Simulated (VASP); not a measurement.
Write the native input for VASP 6.6.1 that does the following.

```
Task                   : single point
Functional             : revPBE
Potentials or basis    : VASP PAW PBE potentials, release 64 (P, B)
Cutoff                 : 520 eV
k mesh                 : 10 × 10 × 10
Occupations            : fermi-dirac, width 0.05 eV
Spin                   : no spin polarisation
Dipole correction      : no
Further INCAR settings : ALGO = Normal; EDIFF = 1e-07; NBANDS = 11
```

The structure of BP lies in POSCAR:

```
BP
1.0
    0.0000000000      2.2690000000      2.2690000000
    2.2690000000      0.0000000000      2.2690000000
    2.2690000000      2.2690000000      0.0000000000
P B
1 1
Direct
    0.7500000000      0.7500000000      0.7500000000
    0.0000000000      0.0000000000      0.0000000000
```

The input as run:

INCAR

```
  PREC = Accurate
  ENCUT = 520
  EDIFF = 1E-7
  ISMEAR = -1
  SIGMA = 0.05
  LREAL = F
  LASPH = T
  NELM = 80
  ALGO = Normal
  ISIF = 2
  LWAVE = F
  LCHARG = F
  GGA = RE
  NBANDS = 11
```

KPOINTS

```
regular mesh
0
Gamma
  10 10 10
```

Potentials or basis: VASP PAW PBE potentials, release 64 (P, B).

Command:

```console
$ cat potpaw_PBE.64/P/POTCAR potpaw_PBE.64/B/POTCAR > POTCAR
$ mpirun -np 1 vasp_std > vasp.out
```

Results of the run:

```yaml
Pressure: 2.9 GPa
Band_gap_on_the_k_mesh: 1.24 eV, indirect (least direct gap 3.39 eV)
```

Caveat: the PAW data sets were made with another functional, which shifts forces and pressure a little.

Wall time 6.8 s on 1 thread of AMD EPYC 9R45 96-Core Processor (Zen 5) (shared host), peak memory 0.1 GiB.
